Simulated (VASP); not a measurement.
Wanted: the native input for a VASP 6.6.1 run.

```
Task                   : single point
Functional             : PBE
Potentials or basis    : VASP PAW PBE potentials, release 64 (Cs_sv, Be, Ag)
Cutoff                 : 520 eV
k mesh                 : 6 × 6 × 4
Occupations            : gaussian, width 0.2 eV
Spin                   : no spin polarisation
Dipole correction      : no
Further INCAR settings : ALGO = Fast; EDIFF = 1e-06; NBANDS = 37
```

The structure of CsBe3Ag lies in POSCAR:

```
CsBe3Ag
1.0
   -0.0008095626      4.7198255231      0.0008404366
   -0.0008091906      0.0008683704      4.7177231688
    9.4426700732     -0.0015796138     -0.0014243517
Cs Be Ag
2 6 2
Direct
    0.4992542893      0.4990916360      0.2502382817
    0.4994066677      0.4990801240      0.7502644068
   -0.0006351543     -0.0008245915      0.2496328592
   -0.0004562150     -0.0006381656      0.7495785106
   -0.0004324153      0.5041213790      0.0001618908
   -0.0003589679      0.4987104984      0.5002447655
    0.5009525858     -0.0001521010      0.0002970389
    0.5010234412     -0.0011112616      0.5000817973
    0.0005928559      0.0029533312     -0.0002459845
    0.0006529125     -0.0012308489      0.4997464337
```

These files were run (other wordings do the same):

INCAR

```
PREC = Accurate
ENCUT = 520
EDIFF = 1E-6
ISMEAR = 0
SIGMA = 0.2
LREAL = False
LASPH = True
NELM = 60
ALGO = Fast
ISIF = 2
LWAVE = False
LCHARG = False
GGA = PE
NBANDS = 37
```

KPOINTS

```
regular mesh
0
Gamma
  6 6 4
```

Potentials or basis: VASP PAW PBE potentials, release 64 (Cs_sv, Be, Ag).

Run with:

```sh
$ cat potpaw_PBE.64/Cs_sv/POTCAR potpaw_PBE.64/Be/POTCAR potpaw_PBE.64/Ag/POTCAR > POTCAR
$ mpirun -np 1 vasp_std > vasp.out
```

It gave:

The pressure is 0.1 GPa. The largest force is 0.006 eV/Å and the band gap on the k mesh is zero (bands 26 and 27 overlap by 0.24 eV).

Caveat: spin-orbit coupling is left out, which moves the levels of the heavy elements.

Run time: 4.3 min on 1 thread of Intel(R) Xeon(R) 6975P-C (Granite Rapids), with other jobs on the host, peak memory 0.64 GiB.
